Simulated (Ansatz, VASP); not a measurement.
SnO: VASP beside Ansatz

```xyz
64
Lattice="-7.5972 -7.5972 0.0000 7.5972 -7.5972 0.0000 0.0000 7.5972 9.6816" Properties=species:S:1:pos:R:3 pbc="T T T"
Sn   -5.6979   -3.7986    5.9876
Sn   -5.6979   -7.5972    1.1468
Sn   -1.8993   -3.7986    5.9876
Sn   -1.8993  -11.3958    1.1468
Sn   -1.8993    0.0000    5.9876
Sn   -1.8993   -7.5972    1.1468
Sn   -1.8993   -7.5972    5.9876
Sn   -1.8993   -3.7986    1.1468
Sn    1.8993  -11.3958    1.1468
Sn    1.8993    0.0000    5.9876
Sn    1.8993   -7.5972    1.1468
Sn    1.8993   -7.5972    5.9876
Sn    1.8993   -3.7986    1.1468
Sn    1.8993   -3.7986    5.9876
Sn    5.6979   -7.5972    1.1468
Sn    5.6979   -3.7986    5.9876
Sn   -3.7986   -5.6979    3.6940
Sn   -3.7986   -1.8993    3.6940
Sn   -3.7986   -1.8993    8.5348
Sn   -3.7986    1.8993    8.5348
Sn    0.0000   -5.6979    8.5348
Sn    0.0000   -1.8993    3.6940
Sn    0.0000   -1.8993    8.5348
Sn    0.0000   -9.4965    3.6940
Sn    0.0000    1.8993    3.6940
Sn    0.0000    1.8993    8.5348
Sn    0.0000   -5.6979    3.6940
Sn    0.0000    5.6979    8.5348
Sn    3.7986   -1.8993    8.5348
Sn    3.7986    1.8993    8.5348
Sn    3.7986   -5.6979    3.6940
Sn    3.7986   -1.8993    3.6940
O     0.0000    0.0000    0.0000
O     0.0000    3.7986    4.8408
O     3.7986    0.0000    4.8408
O    -3.7986   -3.7986    0.0000
O    -3.7986   -3.7986    4.8408
O     3.7986   -3.7986    0.0000
O    -3.7986    0.0000    4.8408
O    -3.7986   -7.5972    0.0000
O     0.0000   -3.7986    4.8408
O     0.0000  -11.3958    0.0000
O     0.0000    0.0000    4.8408
O     0.0000   -7.5972    0.0000
O     0.0000   -7.5972    4.8408
O     0.0000   -3.7986    0.0000
O     3.7986   -7.5972    0.0000
O     3.7986   -3.7986    4.8408
O    -5.6979   -5.6979    0.0000
O     1.8993    1.8993    4.8408
O    -5.6979   -1.8993    4.8408
O     1.8993   -1.8993    0.0000
O    -1.8993   -5.6979    4.8408
O     5.6979   -5.6979    0.0000
O    -1.8993   -1.8993    0.0000
O    -1.8993   -1.8993    4.8408
O    -1.8993   -9.4965    0.0000
O     5.6979   -1.8993    4.8408
O    -1.8993    1.8993    4.8408
O    -1.8993   -5.6979    0.0000
O     1.8993   -1.8993    4.8408
O     1.8993   -9.4965    0.0000
O     1.8993   -5.6979    0.0000
O     1.8993   -5.6979    4.8408
```

Alike in both runs: task single point; functional PBE; k mesh 1 × 1 × 1; occupations gaussian, width 0.05 eV; no spin polarisation.

|  | VASP | Ansatz |
| --- | --- | --- |
| version | VASP 6.6.1 | Ansatz 0.2.0 |
| potentials or method | VASP PAW PBE potentials, release 64 (Sn_d, O), cutoff 600 eV | scalar-relativistic, plane waves, PAW |
| valence electrons in the cell | 640 | 640 |

```csv
,VASP,Ansatz,Ansatz less VASP
gap on the k mesh at the Fermi level (eV),0.08,0.07,-0.012
rms of the force components (eV/Å),0.238,0.212,-0.0258
```

Atom by atom the forces differ by 0.026 eV/Å (rms over components).

The k mesh is coarse, so the values compare programs but aren't converged.
